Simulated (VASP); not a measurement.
A run of VASP 6.6.1:

INCAR

```
PREC = Accurate ; ENCUT = 600
EDIFF = 1E-7 ; ISMEAR = 0
SIGMA = 0.1 ; LREAL = F
LASPH = T ; NELM = 100
ALGO = Normal ; ISIF = 3
LWAVE = F ; LCHARG = F
GGA = PE ; IBRION = 2
NSW = 90 ; EDIFFG = -0.04
```

Contents of KPOINTS:

```
regular mesh
0
Gamma
  6 6 1
```

Contents of POSCAR:

```
Be2ZnSe3
1.0
    3.3183405300      0.0000000000      0.0000000000
   -1.6591702600      2.8737672000      0.0000000000
    0.0000000000      0.0000000000     19.7458110900
Be Zn Se
4 2 6
Direct
    0.3333333300      0.6666666700      0.9315614100
    0.6666666700      0.3333333300      0.0684385900
    0.6666666700      0.3333333300      0.4315614100
    0.3333333300      0.6666666700      0.5684385900
    0.0000000000      0.0000000000      0.2500000000
    0.0000000000      0.0000000000      0.7500000000
    0.0000000000      0.0000000000      0.0000000000
    0.3333333300      0.6666666700      0.1247978300
    0.3333333300      0.6666666700      0.3752021700
    0.0000000000      0.0000000000      0.5000000000
    0.6666666700      0.3333333300      0.6247978300
    0.6666666700      0.3333333300      0.8752021700
```

Potentials or basis: VASP PAW PBE potentials, release 64 (Be, Zn, Se).

Launch:

```bash
$ cat potpaw_PBE.64/Be/POTCAR potpaw_PBE.64/Zn/POTCAR potpaw_PBE.64/Se/POTCAR > POTCAR
$ mpirun -np 1 vasp_std > vasp.out
```

Hardware: 1 thread of Intel Xeon 6975P-C, with other jobs on the host.

Task: How long does it take, and how much memory?

Result: Run time: 36 min on 1 thread of Intel Xeon 6975P-C, with other jobs on the host, peak memory 0.4 GiB. Counts: scf iterations 273, k points 7, ion steps 26.
